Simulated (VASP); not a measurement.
# Sn (I4_1/amd) in VASP: notebook

Runs on Sn. Level: PBE. Tasks: electric field gradients.

Everything below comes from runs of VASP 6.6.1. Logs are shortened: lines on timing, memory, paths and dates and some standing lists are left out, and cuts for length are marked.

**1. The cell of the first run**

The structure is tetragonal, space group I4_1/amd (No. 141). Conventional cell: a = 5.946 Å, b = 5.946 Å, c = 3.244 Å, α = 90.00°, β = 90.00°, γ = 90.00°. Sn (site symmetry -4m2) has 10 Sn at 3.08 to 3.84 Å within 4.1 Å.

**2. Electric field gradients, PBE (volume scaled by 1.06)**

The input, INCAR:

```
SYSTEM = Sn
PREC = Accurate ; ENCUT = 520
EDIFF = 1E-8 ; ISMEAR = -1
SIGMA = 0.05 ; LREAL = .FALSE.
LASPH = .TRUE. ; NELM = 100
ALGO = Normal ; ISIF = 2
LWAVE = .FALSE. ; LCHARG = .FALSE.
GGA = PE ; LEFG = .TRUE.
NBANDS = 21
```

The input, KPOINTS:

```
regular mesh
0
G
  15 15 15
  0 0 0
```

The input, POSCAR:

```
Sn
1.0
   -2.9730380483      2.9730380483      1.6218471360
    2.9730380483     -2.9730380483      1.6218471360
    2.9730380483      2.9730380483     -1.6218471360
Sn
2
Direct
    0.0000000000      0.0000000000      0.0000000000
    0.7500000000      0.2500000000      0.5000000000
```

Potentials or basis: VASP PAW PBE potentials, release 64 (Sn_d).

On the command line:

```
$ cat potpaw_PBE.64/Sn_d/POTCAR > POTCAR
$ mpirun -np 1 vasp_std > vasp.out
```

OUTCAR:

```text
SYSTEM = Sn
   PREC = Accurate
   ENCUT = 520
   EDIFF = 1E-8
   ISMEAR = -1
   LREAL = .FALSE.
   LASPH = .TRUE.
   NELM = 100
   ISIF = 2
   GGA = PE

 ion  position               nearest neighbor table
   1  0.000  0.000  0.000-   2 3.08   2 3.08   2 3.08   2 3.08
   2  0.750  0.250  0.500-   1 3.08   1 3.08   1 3.08   1 3.08

  LATTYP: Found a body centered tetragonal cell.
 ALAT       =     5.9460760966
 C/A-ratio  =     0.5455184595

  Lattice vectors:

 A1 = (  -2.9730380483,   2.9730380483,   1.6218471360)
 A2 = (   2.9730380483,  -2.9730380483,   1.6218471360)
 A3 = (   2.9730380483,   2.9730380483,  -1.6218471360)

Analysis of symmetry for initial positions (statically):
=====================================================================
 Subroutine PRICEL returns:
 Original cell was already a primitive cell.

 Routine SETGRP: Setting up the symmetry group for a
 body centered tetragonal supercell.

 Subroutine GETGRP returns: Found 16 space group operations
 (whereof  8 operations were pure point group operations)
 out of a pool of 16 trial point group operations.

The static configuration has the point symmetry D_2d.
 The point group associated with its full space group is D_4h.

Analysis of symmetry for dynamics (positions and initial velocities):
=====================================================================
 Subroutine PRICEL returns:
 Original cell was already a primitive cell.

 Routine SETGRP: Setting up the symmetry group for a
 body centered tetragonal supercell.

 Subroutine GETGRP returns: Found 16 space group operations
 (whereof  8 operations were pure point group operations)
 out of a pool of 16 trial point group operations.

The dynamic configuration has the point symmetry D_2d.
 The point group associated with its full space group is D_4h.

 Subroutine INISYM returns: Found 16 space group operations
 (whereof  8 operations are pure point group operations),
 and found     1 'primitive' translations

----------------------------------------------------------------------------------------

                                     Primitive cell

  volume of cell :      57.3417

  direct lattice vectors                    reciprocal lattice vectors
[... 122 lines left out ...]
 NGX is ok and might be reduce to    36
   NGX = 17   NGY = 17   NGZ = 17

 number of electron      27.9999994 magnetization

 Free energy of the ion-electron system (eV)
  ---------------------------------------------------
  ext. energy  EPLUGINS =         0.00000000
  ---------------------------------------------------
  free energy    TOTEN  =        -7.61321247 eV

  energy without entropy =       -7.60497330  energy(sigma->0) =       -7.60909288

 E-fermi :   7.3061     XC(G=0): -10.0489

 val. band max:        7.3005813341   @ k =   0.2667   0.0667  -0.0000
 cond. band min:       7.3239974836   @ k =  -0.2000  -0.2667   0.1333
 fundamental gap:      0.0234161495
 Fermi energy:         7.3060543877

 k-point     1 :       0.0000    0.0000    0.0000
  band No.  band energies     occupation
      1     -14.2705      2.00000
      2     -14.2017      2.00000
      3     -14.1602      2.00000
      4     -14.1531      2.00000
      5     -14.0297      2.00000
      6     -14.0297      2.00000
[... 565 lines left out ...]
     20      14.2872      0.00000
     21      15.1292      0.00000

 [... further k-points ...]

------------------------ aborting loop because EDIFF is reached ----------------------------------------

  FORCE on cell =-STRESS in cart. coord.  units (eV):
  Direction    XX          YY          ZZ          XY          YZ          ZX
  --------------------------------------------------------------------------------------
  -------------------------------------------------------------------------------------
  Total       -0.0607145     -0.0607145     -0.3647498      0.0000000      0.0000000      0.0000000
  in kB       -1.6964155     -1.6964155    -10.1914227      0.0000000      0.0000000      0.0000000
  external PRESSURE =      -4.5280845 kB  Pullay stress =       0.0000000 kB

 VOLUME and BASIS-vectors are now :
 -----------------------------------------------------------------------------
  energy-cutoff  :      520.00
  volume of cell :       57.34
      direct lattice vectors                 reciprocal lattice vectors
    -2.973038048  2.973038048  1.621847136     0.000000000  0.168178137  0.308290460
     2.973038048 -2.973038048  1.621847136     0.168178137  0.000000000  0.308290460
     2.973038048  2.973038048 -1.621847136     0.168178137  0.168178137  0.000000000

 POSITION                                       TOTAL-FORCE (eV/Angst)
 -----------------------------------------------------------------------------------
      0.00000      0.00000      0.00000         0.000000     -0.000000     -0.000000
     -0.00000      2.97304      0.81092        -0.000000      0.000000      0.000000
 -----------------------------------------------------------------------------------
    total drift:                               -0.000000      0.000000     -0.000000

  FREE ENERGIE OF THE ION-ELECTRON SYSTEM (eV)
  ---------------------------------------------------
  free  energy   TOTEN  =        -7.6132124706 eV

  energy  without entropy=       -7.6049732972  energy(sigma->0) =       -7.60909288

 Electric field gradients (V/A^2)
---------------------------------------------------------------------
 ion       V_xx      V_yy      V_zz      V_xy      V_xz      V_yz
---------------------------------------------------------------------
   1     -21.025   -21.025    42.050     0.002     0.002     0.002
   2     -21.025   -21.025    42.050     0.002     0.002     0.002
---------------------------------------------------------------------

 Electric field gradients after diagonalization (V/A^2)
 (convention: |V_zz| > |V_xx| > |V_yy|)
----------------------------------------------------------------------
 ion       V_xx      V_yy      V_zz     asymmetry (V_yy - V_xx)/ V_zz
----------------------------------------------------------------------
   1     -21.027   -21.023    42.050       0.000
   2     -21.027   -21.023    42.050       0.000
----------------------------------------------------------------------

           NMR quadrupolar parameters

 Cq : quadrupolar parameter    Cq=e*Q*V_zz/h
 eta: asymmetry parameters     (V_yy - V_xx)/ V_zz
 Q  : nuclear electric quadrupole moment in mb (millibarn)
----------------------------------------------------------------------
 ion       Cq(MHz)       eta       Q (mb)
----------------------------------------------------------------------
   1       0.102       0.000       1.000
   2       0.102       0.000       1.000
----------------------------------------------------------------------
```

It took 16 min on 1 thread of AMD EPYC 7R13, shared host; peak memory 0.37 GiB.

What came out:

| Item | Value |
| --- | --- |
| Free energy | -7.6132 eV |
| Pressure | -0.5 GPa |
| Band gap on the k mesh | zero (band 14 reaches 8.72 eV, above the bottom of band 15 at 4.70 eV) |

Electric field gradients, principal values (V/Å²):
```tsv
atom	least	middle	greatest (by size)
1 Sn	-21.023	-21.027	42.050
2 Sn	-21.023	-21.027	42.050
```

Caveat: without QUAD_EFG the Cq values of the log hold for a quadrupole moment of 1 mb, not for the nuclei; spin-orbit coupling is left out, which moves the levels of the heavy elements.

**3. Electric field gradients, PBE (volume scaled by 1.06)**

The input, INCAR:

```
  ALGO = Normal
  EDIFF = 1E-8
  ENCUT = 520
  GGA = PE
  ISIF = 2
  ISMEAR = -1
  LASPH = T
  LCHARG = F
  LEFG = T
  LREAL = F
  LWAVE = F
  NBANDS = 21
  NELM = 80
  PREC = Accurate
  SIGMA = 0.05
```

The input, KPOINTS:

```
k-points
0
Gamma
  15 15 15
```

POSCAR is that of step 2.

Potentials or basis: VASP PAW PBE potentials, release 64 (Sn_d).

On the command line:

```
$ cat potpaw_PBE.64/Sn_d/POTCAR > POTCAR
$ mpirun -np 1 vasp_std > vasp.out
```

OUTCAR:

```text
EDIFF = 1E-8
   ENCUT = 520
   GGA = PE
   ISIF = 2
   ISMEAR = -1
   LASPH = T
   LREAL = F
   NELM = 80
   PREC = Accurate

 ion  position               nearest neighbor table
   1  0.000  0.000  0.000-   2 3.08   2 3.08   2 3.08   2 3.08
   2  0.750  0.250  0.500-   1 3.08   1 3.08   1 3.08   1 3.08

  LATTYP: Found a body centered tetragonal cell.
 ALAT       =     5.9460760966
 C/A-ratio  =     0.5455184595

  Lattice vectors:

 A1 = (  -2.9730380483,   2.9730380483,   1.6218471360)
 A2 = (   2.9730380483,  -2.9730380483,   1.6218471360)
 A3 = (   2.9730380483,   2.9730380483,  -1.6218471360)

Analysis of symmetry for initial positions (statically):
=====================================================================
 Subroutine PRICEL returns:
 Original cell was already a primitive cell.

 Routine SETGRP: Setting up the symmetry group for a
 body centered tetragonal supercell.

[... 766 lines left out ...]
  volume of cell :       57.34
      direct lattice vectors                 reciprocal lattice vectors
    -2.973038048  2.973038048  1.621847136     0.000000000  0.168178137  0.308290460
     2.973038048 -2.973038048  1.621847136     0.168178137  0.000000000  0.308290460
     2.973038048  2.973038048 -1.621847136     0.168178137  0.168178137  0.000000000

 POSITION                                       TOTAL-FORCE (eV/Angst)
 -----------------------------------------------------------------------------------
      0.00000      0.00000      0.00000         0.000000     -0.000000     -0.000000
     -0.00000      2.97304      0.81092        -0.000000      0.000000      0.000000
 -----------------------------------------------------------------------------------
    total drift:                               -0.000000      0.000000     -0.000000

  FREE ENERGIE OF THE ION-ELECTRON SYSTEM (eV)
  ---------------------------------------------------
  free  energy   TOTEN  =        -7.6132124706 eV

  energy  without entropy=       -7.6049732972  energy(sigma->0) =       -7.60909288

 Electric field gradients (V/A^2)
---------------------------------------------------------------------
 ion       V_xx      V_yy      V_zz      V_xy      V_xz      V_yz
---------------------------------------------------------------------
   1     -21.025   -21.025    42.050     0.002     0.002     0.002
   2     -21.025   -21.025    42.050     0.002     0.002     0.002
---------------------------------------------------------------------

 Electric field gradients after diagonalization (V/A^2)
 (convention: |V_zz| > |V_xx| > |V_yy|)
----------------------------------------------------------------------
 ion       V_xx      V_yy      V_zz     asymmetry (V_yy - V_xx)/ V_zz
----------------------------------------------------------------------
   1     -21.027   -21.023    42.050       0.000
   2     -21.027   -21.023    42.050       0.000
----------------------------------------------------------------------

           NMR quadrupolar parameters

 Cq : quadrupolar parameter    Cq=e*Q*V_zz/h
 eta: asymmetry parameters     (V_yy - V_xx)/ V_zz
 Q  : nuclear electric quadrupole moment in mb (millibarn)
----------------------------------------------------------------------
 ion       Cq(MHz)       eta       Q (mb)
----------------------------------------------------------------------
   1       0.102       0.000       1.000
   2       0.102       0.000       1.000
----------------------------------------------------------------------
```

Wall time 17 min (1 thread of AMD EPYC 7R13, shared host); peak memory 0.37 GiB.

What came out:

```yaml
Free_energy: -7.6132 eV
Pressure: -0.5 GPa
Band_gap_on_the_k_mesh: zero (band 14 reaches 8.72 eV, above the bottom of band 15 at 4.70 eV)
```

Electric field gradients, principal values (V/Å²):
| atom | least | middle | greatest (by size) |
| --- | --- | --- | --- |
| 1 Sn | -21.023 | -21.027 | 42.050 |
| 2 Sn | -21.023 | -21.027 | 42.050 |

Caveat: without QUAD_EFG the Cq values of the log hold for a quadrupole moment of 1 mb, not for the nuclei; spin-orbit coupling is left out, which moves the levels of the heavy elements.
